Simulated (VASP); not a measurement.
# Te2Mo in VASP: further runs

The runs below take Te2Mo through single point, with PBE+D3(BJ).

Everything below comes from runs of VASP 6.6.1. Logs are shortened: lines on timing, memory, paths and dates and some standing lists are left out, and cuts for length are marked.

### Step 1. The cell of the first run

The cell holds a slab with vacuum, 6 atoms: a = 3.504 Å, b = 3.504 Å, c = 24.768 Å, α = 90.00°, β = 90.00°, γ = 120.00°.

### Step 2. Single point, PBE+D3(BJ) (layers slid over each other)

File INCAR:

```
  ALGO = Normal
  DIPOL = 0.5 0.5 0.397
  EDIFF = 1E-7
  ENCUT = 520
  GGA = PE
  IDIPOL = 3
  ISIF = 2
  ISMEAR = 0
  IVDW = 12
  LASPH = True
  LCHARG = False
  LDIPOL = True
  LREAL = False
  LWAVE = False
  NBANDS = 35
  NELM = 80
  PREC = Accurate
  SIGMA = 0.05
```

File KPOINTS:

```
k-points
0
Gamma
  9 9 1
```

File POSCAR:

```
Te2Mo
1.0
    3.5038818256      0.0000000000      0.0000000000
   -1.7519409128      3.0344506729      0.0000000000
    0.0000000000      0.0000000000     24.7677191314
Te Mo
4 2
Direct
    0.3333333333      0.6666666667      0.1816881069
    0.3333333333      0.6666666667      0.3284056769
    0.6666666667      0.6666666667      0.4656811354
    0.6666666667      0.6666666667      0.6123987054
    0.6666666667      0.3333333333      0.2550468919
    0.3333333333      1.0000000000      0.5390399204
```

Potentials or basis: VASP PAW PBE potentials, release 64 (Te, Mo_sv).

On the command line:

```sh
$ cat potpaw_PBE.64/Te/POTCAR potpaw_PBE.64/Mo_sv/POTCAR > POTCAR
$ mpirun -np 1 vasp_std > vasp.out
```

OUTCAR:

```text
EDIFF = 1E-7
   ENCUT = 520
   GGA = PE
   ISIF = 2
   ISMEAR = 0
   IVDW = 12
   LASPH = True
   LREAL = False
   NELM = 80
   PREC = Accurate
 IVDW          = 12

 ion  position               nearest neighbor table
   1  0.333  0.667  0.182-   5 2.72   5 2.72   5 2.72   2 3.63
   2  0.333  0.667  0.328-   5 2.72   5 2.72   5 2.72   3 3.60   1 3.63
   3  0.667  0.667  0.466-   6 2.72   6 2.72   6 2.72   2 3.60   4 3.63
   4  0.667  0.667  0.612-   6 2.72   6 2.72   6 2.72   3 3.63
   5  0.667  0.333  0.255-   2 2.72   1 2.72   2 2.72   1 2.72   2 2.72   1 2.72
   6  0.333  0.000  0.539-   4 2.72   3 2.72   4 2.72   3 2.72   4 2.72   3 2.72

  LATTYP: Found a hexagonal cell.
 ALAT       =     3.5038818256
 C/A-ratio  =     7.0686513884

  Lattice vectors:

 A1 = (   3.5038818256,   0.0000000000,   0.0000000000)
 A2 = (  -1.7519409128,   3.0344506729,   0.0000000000)
 A3 = (   0.0000000000,   0.0000000000,  24.7677191314)

Analysis of symmetry for initial positions (statically):
=====================================================================
 Subroutine PRICEL returns:
 Original cell was already a primitive cell.

 Routine SETGRP: Setting up the symmetry group for a
 hexagonal supercell.

 Subroutine GETGRP returns: Found  2 space group operations
 (whereof  1 operations were pure point group operations)
 out of a pool of 24 trial point group operations.

The static configuration has the point symmetry C_1 .
 The point group associated with its full space group is S_2 .

Analysis of symmetry for dynamics (positions and initial velocities):
=====================================================================
 Subroutine PRICEL returns:
 Original cell was already a primitive cell.

 Routine SETGRP: Setting up the symmetry group for a
 hexagonal supercell.

 Subroutine GETGRP returns: Found  2 space group operations
 (whereof  1 operations were pure point group operations)
 out of a pool of 24 trial point group operations.

The dynamic configuration has the point symmetry C_1 .
 The point group associated with its full space group is S_2 .

 Subroutine INISYM returns: Found  2 space group operations
 (whereof  1 operations are pure point group operations),
 and found     1 'primitive' translations

----------------------------------------------------------------------------------------

                                     Primitive cell

  volume of cell :     263.3392

  direct lattice vectors                    reciprocal lattice vectors
     3.503881826  0.000000000  0.000000000     0.285397753  0.164774470  0.000000000
    -1.751940913  3.034450673  0.000000000     0.000000000  0.329548939  0.000000000
     0.000000000  0.000000000 24.767719131     0.000000000  0.000000000  0.040375135

  length of vectors
     3.503881826  3.503881826 24.767719131     0.329548939  0.329548939  0.040375135

  position of ions in fractional coordinates (direct lattice)
     0.333333333  0.666666667  0.181688107
     0.333333333  0.666666667  0.328405677
     0.666666667  0.666666667  0.465681135
     0.666666667  0.666666667  0.612398705
     0.666666667  0.333333333  0.255046892
     0.333333333  0.000000000  0.539039920

  ion indices of the primitive-cell ions
   primitive index   ion index
                 1           1
                 2           2
                 3           3
                 4           4
                 5           5
                 6           6

----------------------------------------------------------------------------------------

 KPOINTS: k-points

Automatic generation of k-mesh.
 Grid dimensions read from file:
 generate k-points for:    9    9    1

 Generating k-lattice:

  Cartesian coordinates                     Fractional coordinates (reciprocal lattice)
     0.031710861  0.018308274  0.000000000     0.111111111 -0.000000000  0.000000000
     0.000000000  0.036616549  0.000000000     0.000000000  0.111111111  0.000000000
     0.000000000  0.000000000  0.040375135     0.000000000  0.000000000  1.000000000

  Length of vectors
     0.036616549  0.036616549  0.040375135

  Shift w.r.t. Gamma in fractional coordinates (k-lattice)
     0.000000000  0.000000000  0.000000000

 Subroutine IBZKPT returns following result:
 ===========================================

 Found     41 irreducible k-points:

 Following reciprocal coordinates:
            Coordinates               Weight
  0.000000  0.000000  0.000000      1.000000
  0.111111  0.000000  0.000000      2.000000
  0.000000  0.111111  0.000000      2.000000
 -0.111111  0.111111  0.000000      2.000000
  0.222222  0.000000  0.000000      2.000000
  0.000000  0.222222  0.000000      2.000000
[... 16 lines left out ...]
  0.333333  0.111111  0.000000      2.000000
 -0.111111  0.444444  0.000000      2.000000
 [... further k-points ...]
   k-points           NKPTS =     41   k-points in BZ     NKDIM =     41   number of bands    NBANDS=     35
   number of dos      NEDOS =    301   number of ions     NIONS =      6
   total plane-waves  NPLWV = 150528
   dimension x,y,z NGX =    28 NGY =   28 NGZ =  192
   dimension x,y,z NGXF=    56 NGYF=   56 NGZF=  384
   ions per type =               4   2
   NGX,Y,Z   is equivalent  to a cutoff of  13.28, 13.28, 12.89 a.u.
   NGXF,Y,Z  is equivalent  to a cutoff of  26.57, 26.57, 25.77 a.u.
 SYSTEM =  unknown system
   PREC   = accura    normal or accurate (medium, high low for compatibility)
   ISTART =      0    job   : 0-new  1-cont  2-samecut
   ICHARG =      2    charge: 1-file 2-atom 10-const
   ISPIN  =      1    spin polarized calculation?
   LNONCOLLINEAR =      F non collinear calculations
   LSORBIT =      F    spin-orbit coupling
   LASPH  =      T    aspherical Exc in radial PAW
   ENCUT  =  520.0 eV  38.22 Ry    6.18 a.u.   6.51  6.51 46.05*2*pi/ulx,y,z
   NELM   =     80;   NELMIN=  2; NELMDL= -5     # of ELM steps
   EDIFF  = 0.1E-06   stopping-criterion for ELM
   LREAL  =      F    real-space projection
   EDIFFG = 0.1E-05   stopping-criterion for IOM
   NSW    =      0    number of steps for IOM
   IBRION =     -1    ionic relax: 0-MD 1-quasi-New 2-CG
   NFREE  =      0    steps in history (QN), initial steepest desc. (CG)
   ISIF   =      2    stress and relaxation
   ISYM   =      2    0-nonsym 1-usesym 2-fastsym
   POTIM  = 0.5000    time-step for ionic-motion
   TEBEG  =    0.0;   TEEND  =   0.0 temperature during run
   PSTRESS=    0.0 pullay stress
   NELECT =      52.0000    total number of electrons
   NUPDOWN=      -1.0000    fix difference up-down
   EMIN   =  10.00;   EMAX   =-10.00  energy-range for DOS
   EFERMI =   0.00;   METHOD = LEGACY
   ISMEAR =     0;   SIGMA  =   0.05  broadening in eV -4-tet -1-fermi 0-gaus
   EFERMI_NEDOS =   21; number of points for ismear=-14 and -15
   IALGO  =     38    algorithm
   IMIX   =      4    mixing-type and parameters
     AMIX     =   0.40;   BMIX     =  1.00
     AMIX_MAG =   1.60;   BMIX_MAG =  1.00
  volume/ion in A,a.u.               =      43.89       296.18
  Fermi-wavevector in a.u.,A,eV,Ry     =   0.953317  1.801508 12.365161  0.908814
  Thomas-Fermi vector in A             =   2.081961
   LORBIT       =      0    0 simple, 1 ext, 2 COOP (PROOUT), +10 PAW based schemes
   GGA     = PE    functional components
   LHFCALC =     F    Hartree Fock is set to
   AEXX    =    0.0000 exact exchange contribution
   IVDW    =    12    specifies the selected vdW correction
   LEPSILON=     F    determine dielectric tensor
   LRPA    =     F    only Hartree local field effects (RPA)
 non-spin polarized calculation
 Gauss-broadening in eV      SIGMA  =   0.05
  energy-cutoff  :      520.00
  volume of cell :      263.34
 maximum number of plane-waves:      7173
 NGX is ok and might be reduce to    28
   NGX = 13   NGY = 13   NGZ = 93

 dipolmoment           0.000000      0.000000      0.000014 electrons x Angstroem

 number of electron      51.9999997 magnetization

 dipolmoment           0.000000      0.000000     -0.000001 electrons x Angstroem

 Free energy of the ion-electron system (eV)
  ---------------------------------------------------
  ext. energy  EPLUGINS =         0.00000000
  ---------------------------------------------------
  free energy    TOTEN  =       -35.89991825 eV

  energy without entropy =      -35.89991825  energy(sigma->0) =      -35.89991825

 E-fermi :   2.8667     XC(G=0):  -6.3769

 val. band max:        2.5288195208   @ k =   0.0000   0.1111   0.0000
 cond. band min:       3.5573104468   @ k =   0.2222   0.2222   0.0000
 fundamental gap:      1.0284909260
 Fermi energy:         2.8667031192

 k-point     1 :       0.0000    0.0000    0.0000
  band No.  band energies     occupation
      1     -58.1788      2.00000
      2     -58.1787      2.00000
      3     -32.3575      2.00000
      4     -32.3575      2.00000
      5     -32.2121      2.00000
      6     -32.2121      2.00000
[... 27 lines left out ...]
     34       5.9898      0.00000
     35       6.6728      0.00000

 k-point     2 :       0.1111    0.0000    0.0000
  band No.  band energies     occupation
      1     -58.1775      2.00000
      2     -58.1775      2.00000
      3     -32.3540      2.00000
      4     -32.3540      2.00000
      5     -32.2270      2.00000
      6     -32.2270      2.00000
[... 27 lines left out ...]
     34       5.8190      0.00000
     35       6.9127      0.00000

 k-point     3 :       0.0000    0.1111    0.0000
  band No.  band energies     occupation
      1     -58.1775      2.00000
      2     -58.1775      2.00000
      3     -32.3540      2.00000
      4     -32.3540      2.00000
      5     -32.2275      2.00000
      6     -32.2275      2.00000
[... 27 lines left out ...]
     34       5.8353      0.00000
     35       6.9092      0.00000
[... 723 lines left out ...]
 k-point    23 :       0.3333    0.1111    0.0000
  band No.  band energies     occupation
      1     -58.1693      2.00000
      2     -58.1693      2.00000
      3     -32.3326      2.00000
      4     -32.3325      2.00000
      5     -32.3248      2.00000
      6     -32.3248      2.00000
[... 27 lines left out ...]
     34       6.2942      0.00000
     35       7.3520      0.00000

 k-point    24 :      -0.1111    0.4444    0.0000
  band No.  band energies     occupation
      1     -58.1693      2.00000
      2     -58.1693      2.00000
      3     -32.3309      2.00000
      4     -32.3309      2.00000
      5     -32.3271      2.00000
      6     -32.3271      2.00000
[... 27 lines left out ...]
     34       6.1081      0.00000
     35       7.1639      0.00000

 [... further k-points ...]

------------------------ aborting loop because EDIFF is reached ----------------------------------------

 vacuum level on the upper side and lower side of the slab       (xc-potential included)        -0.110        -0.110

 Edisp (eV)   -2.80588

 E8    (eV) :    -1.3274

  FORCE on cell =-STRESS in cart. coord.  units (eV):
  Direction    XX          YY          ZZ          XY          YZ          ZX
  --------------------------------------------------------------------------------------
  -------------------------------------------------------------------------------------
  Total       0.04643    -0.20491     0.49857     0.08851    -0.16198     0.70802
  in kB       0.28249    -1.24671     3.03333     0.53853    -0.98551     4.30767
  external pressure =        0.69 kB  Pullay stress =        0.00 kB

 VOLUME and BASIS-vectors are now :
 -----------------------------------------------------------------------------
  energy-cutoff  :      520.00
  volume of cell :      263.34
      direct lattice vectors                 reciprocal lattice vectors
     3.503881826  0.000000000  0.000000000     0.285397753  0.164774470  0.000000000
    -1.751940913  3.034450673  0.000000000     0.000000000  0.329548939  0.000000000
     0.000000000  0.000000000 24.767719131     0.000000000  0.000000000  0.040375135

 POSITION                                       TOTAL-FORCE (eV/Angst)
 -----------------------------------------------------------------------------------
     -0.00000      2.02297      4.50000         0.003272     -0.006663      0.002360
     -0.00000      2.02297      8.13386        -0.122316      0.018097     -0.133095
      1.16796      2.02297     11.53386         0.122316     -0.018097      0.133095
      1.16796      2.02297     15.16772        -0.003272      0.006663     -0.002360
      1.75194      1.01148      6.31693        -0.046863      0.024546     -0.018022
      1.16796      0.00000     13.35079         0.046863     -0.024546      0.018022
 -----------------------------------------------------------------------------------
    total drift:                               -0.000023      0.000000     -0.000026

  FREE ENERGIE OF THE ION-ELECTRON SYSTEM (eV)
  ---------------------------------------------------
  free  energy   TOTEN  =       -38.7057988399 eV

  energy  without entropy=      -38.7057988399  energy(sigma->0) =      -38.70579884

 vacuum level on the upper side and lower side of the slab         7.226         7.227
```

Run time: 7.6 min. Hardware: 1 thread of Intel Xeon Platinum 8488C (Sapphire Rapids), shared host; peak memory 0.58 GiB.

Results:

| Quantity | Value |
| --- | --- |
| Free energy | -38.7058 eV |
| Largest force | 0.182 eV/Å |
| Band gap on the k mesh | 1.03 eV (least direct gap 1.15 eV) |
| Dispersion energy per atom | -0.468 eV |

Forces on the atoms (eV/Å):
```
Te   0.003 -0.007  0.002
Te  -0.122  0.018 -0.133
Te   0.122 -0.018  0.133
Te  -0.003  0.007 -0.002
Mo  -0.047  0.025 -0.018
Mo   0.047 -0.025  0.018
```

Caveat: the cell differs from its parent crystal (layers slid over each other); spin-orbit coupling is left out, which moves the levels of the heavy elements.

### Step 3. Single point, PBE+D3(BJ) (layers slid over each other)

File INCAR:

```
SYSTEM = Te2Mo
PREC = Accurate
ENCUT = 520
EDIFF = 1E-7
ISMEAR = 0
SIGMA = 0.05
LREAL = .FALSE.
LASPH = .TRUE.
NELM = 100
ALGO = Normal
ISIF = 2
LWAVE = .FALSE.
LCHARG = .TRUE.
LDIPOL = .TRUE.
IDIPOL = 3
DIPOL = 0.5 0.5 0.408
GGA = PE
IVDW = 12
LELF = .TRUE.
LVHAR = .TRUE.
LVACPOTAV = .TRUE.
NBANDS = 35
```

File KPOINTS:

```
regular mesh
0
G
  9 9 1
  0 0 0
```

File POSCAR:

```
Te2Mo
1.0
    3.5038818256      0.0000000000      0.0000000000
   -1.7519409128      3.0344506729      0.0000000000
    0.0000000000      0.0000000000     24.7677191314
Te Mo
4 2
Direct
    0.3333333333      0.6666666667      0.1816881069
    0.3333333333      0.6666666667      0.3284056769
    0.6666666667      0.6666666667      0.4870799568
    0.6666666667      0.6666666667      0.6337975269
    0.6666666667      0.3333333333      0.2550468919
    0.3333333333      1.0000000000      0.5604387419
```

Potentials or basis: VASP PAW PBE potentials, release 64 (Te, Mo_sv).

On the command line:

```sh
$ cat potpaw_PBE.64/Te/POTCAR potpaw_PBE.64/Mo_sv/POTCAR > POTCAR
$ mpirun -np 1 vasp_std > vasp.out
```

It took 10 min on 1 thread of Intel Xeon Platinum 8488C (Sapphire Rapids), shared host; peak memory 0.57 GiB.

It converged, with:

```yaml
Free_energy: -38.7036 eV
Largest_force: 0.090 eV/Å
Band_gap_on_the_k_mesh: 1.15 eV (least direct gap 1.17 eV)
Dispersion_energy_per_atom: -0.450 eV
```

Forces in eV/Å, atoms in the order of the input:
```
Te   0.001 -0.002 -0.003
Te  -0.026  0.007  0.086
Te   0.026 -0.007 -0.086
Te  -0.001  0.002  0.003
Mo  -0.013  0.006  0.012
Mo   0.013 -0.006 -0.012
```

Levels at points of the mesh, in eV from the valence-band top:
```tsv
k point	band 24	band 25	band 26	band 27	band 28	band 29
(0.00, 0.00, 0.00)	-0.84	-0.71	-0.29	3.17	3.17	3.20
```

Caveat: the cell differs from its parent crystal (layers slid over each other); spin-orbit coupling is left out, which moves the levels of the heavy elements.
